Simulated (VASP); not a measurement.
# K (Im-3m) in VASP: a series of runs

K is run at these levels: PBEsol; tasks: single point, relaxation of cell and atoms.

Everything below comes from runs of VASP 6.6.1. Logs are shortened: lines on timing, memory, paths and dates and some standing lists are left out, and cuts for length are marked.

### 1 The cell of the first run

The structure is cubic, space group Im-3m (No. 229). The conventional cell has a = 4.702 Å, b = 4.702 Å, c = 4.702 Å, α = 90.00°, β = 90.00°, γ = 90.00°. Within 5.3 Å of K (site symmetry m-3m) lie 14 K at 4.07 to 4.70 Å.

### 2 Single point, PBEsol

Input file INCAR:

```
  PREC = Accurate
  ENCUT = 520
  EDIFF = 1E-6
  ISMEAR = -1
  SIGMA = 0.05
  LREAL = F
  LASPH = T
  NELM = 100
  ALGO = Normal
  ISIF = 2
  LWAVE = F
  LCHARG = T
  GGA = PS
  LELF = T
  LVHAR = T
  NBANDS = 10
```

Input file KPOINTS:

```
regular mesh
0
Gamma
  7 7 7
```

Input file POSCAR:

```
K
1.0
   -2.3512039101      2.3512039101      2.3512039101
    2.3512039101     -2.3512039101      2.3512039101
    2.3512039101      2.3512039101     -2.3512039101
K
1
Direct
    0.0000000000      0.0000000000      0.0000000000
```

Potentials or basis: VASP PAW PBE potentials, release 64 (K_sv).

Command:

```console
> cat potpaw_PBE.64/K_sv/POTCAR > POTCAR
> mpirun -np 1 vasp_std > vasp.out
```

OUTCAR:

```text
PREC = Accurate
   ENCUT = 520
   EDIFF = 1E-6
   ISMEAR = -1
   LREAL = F
   LASPH = T
   NELM = 100
   ISIF = 2
   GGA = PS

 ion  position               nearest neighbor table
   1  0.000  0.000  0.000-

  LATTYP: Found a body centered cubic cell.
 ALAT       =     4.7024078202

  Lattice vectors:

 A1 = (  -2.3512039101,   2.3512039101,   2.3512039101)
 A2 = (   2.3512039101,  -2.3512039101,   2.3512039101)
 A3 = (   2.3512039101,   2.3512039101,  -2.3512039101)

Analysis of symmetry for initial positions (statically):
=====================================================================
 Subroutine PRICEL returns:
 Original cell was already a primitive cell.

 Routine SETGRP: Setting up the symmetry group for a
 body centered cubic supercell.

 Subroutine GETGRP returns: Found 48 space group operations
 (whereof 48 operations were pure point group operations)
 out of a pool of 48 trial point group operations.

The static configuration has the point symmetry O_h .

Analysis of symmetry for dynamics (positions and initial velocities):
=====================================================================
 Subroutine PRICEL returns:
 Original cell was already a primitive cell.

 Routine SETGRP: Setting up the symmetry group for a
 body centered cubic supercell.

 Subroutine GETGRP returns: Found 48 space group operations
 (whereof 48 operations were pure point group operations)
 out of a pool of 48 trial point group operations.

The dynamic configuration has the point symmetry O_h .

 Subroutine INISYM returns: Found 48 space group operations
 (whereof 48 operations are pure point group operations),
 and found     1 'primitive' translations

----------------------------------------------------------------------------------------

                                     Primitive cell

  volume of cell :      51.9913

  direct lattice vectors                    reciprocal lattice vectors
    -2.351203910  2.351203910  2.351203910     0.000000000  0.212657013  0.212657013
     2.351203910 -2.351203910  2.351203910     0.212657013  0.000000000  0.212657013
     2.351203910  2.351203910 -2.351203910     0.212657013  0.212657013  0.000000000

  length of vectors
     4.072404631  4.072404631  4.072404631     0.300742432  0.300742432  0.300742432

  position of ions in fractional coordinates (direct lattice)
     0.000000000  0.000000000  0.000000000

  ion indices of the primitive-cell ions
   primitive index   ion index
                 1           1

----------------------------------------------------------------------------------------

 KPOINTS: regular mesh

Automatic generation of k-mesh.
 Grid dimensions read from file:
 generate k-points for:    7    7    7

 Generating k-lattice:

  Cartesian coordinates                     Fractional coordinates (reciprocal lattice)
     0.000000000  0.030379573  0.030379573     0.142857143  0.000000000  0.000000000
     0.030379573  0.000000000  0.030379573     0.000000000  0.142857143  0.000000000
     0.030379573  0.030379573  0.000000000     0.000000000  0.000000000  0.142857143

  Length of vectors
     0.042963205  0.042963205  0.042963205

  Shift w.r.t. Gamma in fractional coordinates (k-lattice)
     0.000000000  0.000000000  0.000000000

 Subroutine IBZKPT returns following result:
 ===========================================

 Found     20 irreducible k-points:

 Following reciprocal coordinates:
            Coordinates               Weight
  0.000000  0.000000  0.000000      1.000000
  0.142857  0.000000  0.000000     12.000000
  0.285714  0.000000  0.000000     12.000000
  0.428571  0.000000  0.000000     12.000000
  0.142857  0.142857  0.000000     24.000000
  0.285714  0.142857  0.000000     48.000000
[... 12 lines left out ...]
 -0.428571 -0.428571  0.285714      8.000000
 -0.428571  0.428571  0.428571      6.000000
   k-points           NKPTS =     20   k-points in BZ     NKDIM =     20   number of bands    NBANDS=     10
   number of dos      NEDOS =    301   number of ions     NIONS =      1
   total plane-waves  NPLWV =  27000
   dimension x,y,z NGX =    30 NGY =   30 NGZ =   30
   dimension x,y,z NGXF=    60 NGYF=   60 NGZF=   60
   ions per type =               1
   NGX,Y,Z   is equivalent  to a cutoff of  12.25, 12.25, 12.25 a.u.
   NGXF,Y,Z  is equivalent  to a cutoff of  24.49, 24.49, 24.49 a.u.
 SYSTEM =  unknown system
   PREC   = accura    normal or accurate (medium, high low for compatibility)
   ISTART =      0    job   : 0-new  1-cont  2-samecut
   ICHARG =      2    charge: 1-file 2-atom 10-const
   ISPIN  =      1    spin polarized calculation?
   LNONCOLLINEAR =      F non collinear calculations
   LSORBIT =      F    spin-orbit coupling
   LASPH  =      T    aspherical Exc in radial PAW
   ENCUT  =  520.0 eV  38.22 Ry    6.18 a.u.   7.57  7.57  7.57*2*pi/ulx,y,z
   NELM   =    100;   NELMIN=  2; NELMDL= -5     # of ELM steps
   EDIFF  = 0.1E-05   stopping-criterion for ELM
   LREAL  =      F    real-space projection
[... 7 lines left out ...]
   TEBEG  =    0.0;   TEEND  =   0.0 temperature during run
   PSTRESS=    0.0 pullay stress
   NELECT =       9.0000    total number of electrons
   NUPDOWN=      -1.0000    fix difference up-down
   EMIN   =  10.00;   EMAX   =-10.00  energy-range for DOS
   EFERMI =   0.00;   METHOD = LEGACY
   ISMEAR =    -1;   SIGMA  =   0.05  broadening in eV -4-tet -1-fermi 0-gaus
   EFERMI_NEDOS =   21; number of points for ismear=-14 and -15
   IALGO  =     38    algorithm
   IMIX   =      4    mixing-type and parameters
     AMIX     =   0.40;   BMIX     =  1.00
     AMIX_MAG =   1.60;   BMIX_MAG =  1.00
  volume/ion in A,a.u.               =      51.99       350.85
  Fermi-wavevector in a.u.,A,eV,Ry     =   0.912386  1.724160 11.326151  0.832449
  Thomas-Fermi vector in A             =   2.036776
   LORBIT       =      0    0 simple, 1 ext, 2 COOP (PROOUT), +10 PAW based schemes
   GGA     = PS    functional components
   LHFCALC =     F    Hartree Fock is set to
   AEXX    =    0.0000 exact exchange contribution
   IVDW    =     0    specifies the selected vdW correction
   LEPSILON=     F    determine dielectric tensor
   LRPA    =     F    only Hartree local field effects (RPA)
 non-spin polarized calculation
  energy-cutoff  :      520.00
  volume of cell :       51.99
 maximum number of plane-waves:      1433
 NGX is ok and might be reduce to    30
   NGX = 15   NGY = 15   NGZ = 15

 number of electron       8.9999999 magnetization

 Free energy of the ion-electron system (eV)
  ---------------------------------------------------
  ext. energy  EPLUGINS =         0.00000000
  ---------------------------------------------------
  free energy    TOTEN  =        -1.04415237 eV

  energy without entropy =       -1.03795418  energy(sigma->0) =       -1.04105328

 E-fermi :   0.7171     XC(G=0):  -6.6430

 val. band max:        0.6549046436   @ k =  -0.2857   0.4286   0.1429
 cond. band min:       0.8694390992   @ k =  -0.4286   0.4286   0.1429
 fundamental gap:      0.2145344556
 Fermi energy:         0.7171402271

 k-point     1 :       0.0000    0.0000    0.0000
  band No.  band energies     occupation
      1     -31.1254      2.00000
      2     -14.5820      2.00000
      3     -14.5820      2.00000
      4     -14.5820      2.00000
      5      -1.9585      2.00000
      6       5.3046      0.00000
      7       5.3046      0.00000
      8       5.3046      0.00000
      9       6.4838      0.00000
     10       6.4838      0.00000

 k-point     2 :       0.1429    0.0000    0.0000
  band No.  band energies     occupation
      1     -31.1215      2.00000
      2     -14.6252      2.00000
      3     -14.5952      2.00000
      4     -14.5822      2.00000
      5      -1.6199      2.00000
      6       4.8277      0.00000
      7       4.9477      0.00000
      8       5.6102      0.00000
      9       6.1787      0.00000
     10       6.4403      0.00000

 k-point     3 :       0.2857    0.0000    0.0000
  band No.  band energies     occupation
      1     -31.1128      2.00000
      2     -14.7198      2.00000
      3     -14.6246      2.00000
      4     -14.5828      2.00000
      5      -0.6839      2.00000
      6       3.5061      0.00000
      7       4.3458      0.00000
      8       6.3463      0.00000
      9       6.4933      0.00000
     10       6.5287      0.00000

 k-point     4 :       0.4286    0.0000    0.0000
  band No.  band energies     occupation
      1     -31.1057      2.00000
      2     -14.7931      2.00000
      3     -14.6481      2.00000
      4     -14.5833      2.00000
      5       0.6080      1.79741
      6       2.1551      0.00000
      7       3.9714      0.00000
      8       6.3666      0.00000
      9       6.9537      0.00000
     10       7.8248      0.00000

 k-point     5 :       0.1429    0.1429    0.0000
  band No.  band energies     occupation
      1     -31.1152      2.00000
      2     -14.6896      2.00000
      3     -14.6115      2.00000
      4     -14.5920      2.00000
      5      -0.9806      2.00000
      6       4.0304      0.00000
      7       4.3522      0.00000
      8       6.0055      0.00000
      9       6.1634      0.00000
     10       6.7890      0.00000

 k-point     6 :       0.2857    0.1429    0.0000
  band No.  band energies     occupation
      1     -31.1073      2.00000
      2     -14.7598      2.00000
      3     -14.6477      2.00000
      4     -14.5962      2.00000
      5       0.1545      1.99997
      6       2.8622      0.00000
      7       3.8154      0.00000
      8       6.1648      0.00000
      9       6.8910      0.00000
     10       7.1584      0.00000

 k-point     7 :       0.4286    0.1429    0.0000
  band No.  band energies     occupation
      1     -31.1038      2.00000
      2     -14.7890      2.00000
      3     -14.6660      2.00000
      4     -14.5971      2.00000
      5       1.3376      0.00001
      6       1.7431      0.00000
      7       3.6245      0.00000
      8       6.0947      0.00000
      9       7.0752      0.00000
     10       7.8173      0.00000

 k-point     8 :       0.2857    0.2857    0.0000
  band No.  band energies     occupation
      1     -31.1029      2.00000
      2     -14.7587      2.00000
      3     -14.6986      2.00000
      4     -14.6076      2.00000
      5       1.3559      0.00001
      6       2.3716      0.00000
      7       2.9415      0.00000
      8       6.4911      0.00000
      9       6.5125      0.00000
     10       7.2280      0.00000

 k-point     9 :       0.1429    0.1429    0.1429
  band No.  band energies     occupation
      1     -31.1093      2.00000
      2     -14.7448      2.00000
      3     -14.6175      2.00000
      4     -14.6175      2.00000
      5      -0.1003      2.00000
      6       3.4127      0.00000
      7       3.4127      0.00000
      8       6.7498      0.00000
      9       6.7817      0.00000
     10       6.7817      0.00000
[... 66 lines left out ...]
 k-point    15 :      -0.2857    0.4286    0.1429
  band No.  band energies     occupation
      1     -31.1024      2.00000
      2     -14.7524      2.00000
      3     -14.6803      2.00000
      4     -14.6277      2.00000
      5       0.6549      1.55277
      6       2.8205      0.00000
      7       3.8990      0.00000
      8       5.3744      0.00000
      9       6.3794      0.00000
     10       7.2900      0.00000

 k-point    16 :      -0.4286   -0.4286    0.1429
  band No.  band energies     occupation
      1     -31.0992      2.00000
      2     -14.7666      2.00000
      3     -14.7062      2.00000
      4     -14.6280      2.00000
      5       1.8628      0.00000
      6       1.8777      0.00000
      7       3.4359      0.00000
      8       5.5279      0.00000
      9       6.4707      0.00000
     10       7.7137      0.00000

 k-point    17 :      -0.2857    0.2857    0.2857
  band No.  band energies     occupation
      1     -31.1021      2.00000
      2     -14.7144      2.00000
      3     -14.6722      2.00000
      4     -14.6722      2.00000
      5       0.4034      1.99624
      6       3.2202      0.00000
      7       4.6752      0.00000
      8       4.6752      0.00000
      9       6.1347      0.00000
     10       6.6873      0.00000

 k-point    18 :      -0.4286    0.4286    0.2857
  band No.  band energies     occupation
      1     -31.0962      2.00000
      2     -14.7538      2.00000
      3     -14.6983      2.00000
      4     -14.6775      2.00000
      5       1.4504      0.00000
      6       2.4239      0.00000
      7       4.4589      0.00000
      8       4.6742      0.00000
      9       5.9459      0.00000
     10       7.6078      0.00000

 k-point    19 :      -0.4286   -0.4286    0.2857
  band No.  band energies     occupation
      1     -31.0935      2.00000
      2     -14.7384      2.00000
      3     -14.7384      2.00000
      4     -14.6831      2.00000
      5       2.0906      0.00000
      6       2.0906      0.00000
      7       3.9068      0.00000
      8       5.5745      0.00000
      9       5.5745      0.00000
     10       7.8281      0.00000

 k-point    20 :      -0.4286    0.4286    0.4286
  band No.  band energies     occupation
      1     -31.0910      2.00000
      2     -14.7341      2.00000
      3     -14.7258      2.00000
      4     -14.7258      2.00000
      5       1.9512      0.00000
      6       2.2415      0.00000
      7       5.1257      0.00000
      8       5.1257      0.00000
      9       5.1300      0.00000
     10       7.7543      0.00000

------------------------ aborting loop because EDIFF is reached ----------------------------------------

  FORCE on cell =-STRESS in cart. coord.  units (eV):
  Direction    XX          YY          ZZ          XY          YZ          ZX
  --------------------------------------------------------------------------------------
  -------------------------------------------------------------------------------------
  Total        0.6562537      0.6562537      0.6562537      0.0000000      0.0000000     -0.0000000
  in kB       20.2232750     20.2232750     20.2232750      0.0000000      0.0000000     -0.0000000
  external PRESSURE =      20.2232750 kB  Pullay stress =       0.0000000 kB

 VOLUME and BASIS-vectors are now :
 -----------------------------------------------------------------------------
  energy-cutoff  :      520.00
  volume of cell :       51.99
      direct lattice vectors                 reciprocal lattice vectors
    -2.351203910  2.351203910  2.351203910     0.000000000  0.212657013  0.212657013
     2.351203910 -2.351203910  2.351203910     0.212657013  0.000000000  0.212657013
     2.351203910  2.351203910 -2.351203910     0.212657013  0.212657013  0.000000000

 POSITION                                       TOTAL-FORCE (eV/Angst)
 -----------------------------------------------------------------------------------
      0.00000      0.00000      0.00000        -0.000000      0.000000     -0.000000
 -----------------------------------------------------------------------------------
    total drift:                               -0.000000     -0.000000      0.000000

  FREE ENERGIE OF THE ION-ELECTRON SYSTEM (eV)
  ---------------------------------------------------
  free  energy   TOTEN  =        -1.0441523725 eV

  energy  without entropy=       -1.0379541839  energy(sigma->0) =       -1.04105328
```

Run time: 5.6 s. Hardware: 1 thread of Intel Xeon 6975P-C (Granite Rapids), shared host; peak memory 0.16 GiB.

Results:

- Free energy: -1.0442 eV
- Pressure: 2.0 GPa

Levels at points of the mesh, in eV from the Fermi level:
```tsv
k point	band 1	band 2	band 3	band 4	band 5	band 6	band 7	band 8	band 9	band 10
(0.00, 0.00, 0.00)	-31.84	-15.30	-15.30	-15.30	-2.68	4.59	4.59	4.59	5.77	5.77
```

Caveat: the PAW data sets were made with another functional, which shifts forces and pressure a little.

### 3 Single point, PBEsol

This run uses another cell than the first one, of 70.97 Å³/atom, 1.365 times its volume.

Input file INCAR:

```
PREC     = Accurate       # precision mode
ENCUT    = 520            # plane-wave cutoff, eV
EDIFF    = 1E-7           # SCF threshold, eV
ISMEAR   = -1             # smearing method
SIGMA    = 0.05           # smearing width, eV
LREAL    = F              # projectors in reciprocal space
LASPH    = T              # aspherical terms in the spheres
NELM     = 60             # most SCF steps
ALGO     = Normal         # electronic algorithm
ISIF     = 2              # what is computed and relaxed
LWAVE    = F              # write WAVECAR
LCHARG   = F              # write CHGCAR
GGA      = PS             # functional
NBANDS   = 10             # bands
```

Input file KPOINTS:

```
Automatic mesh
0
Gamma
  7 7 7
```

Input file POSCAR:

```
K
1.0
   -2.6081924416      2.6081924416      2.6081924416
    2.6081924416     -2.6081924416      2.6081924416
    2.6081924416      2.6081924416     -2.6081924416
K
1
Direct
    0.0000000000      0.0000000000      0.0000000000
```

Potentials or basis: VASP PAW PBE potentials, release 64 (K_sv).

Command:

```console
> cat potpaw_PBE.64/K_sv/POTCAR > POTCAR
> mpirun -np 1 vasp_std > vasp.out
```

Wall time 10 s (1 thread of Intel Xeon 6975P-C (Granite Rapids), shared host); peak memory 0.19 GiB.

It converged, with:

- Free energy: -1.1384 eV
- Pressure: 0.0 GPa

Levels at points of the mesh, in eV from the Fermi level:
```csv
k point,band 3,band 4,band 5,band 6,band 7,band 8
"(0.00, 0.00, 0.00)",-15.47,-15.47,-2.20,4.34,4.34,4.34
```

Caveat: the PAW data sets were made with another functional, which shifts forces and pressure a little.

(Continued in part 2 of 2.)
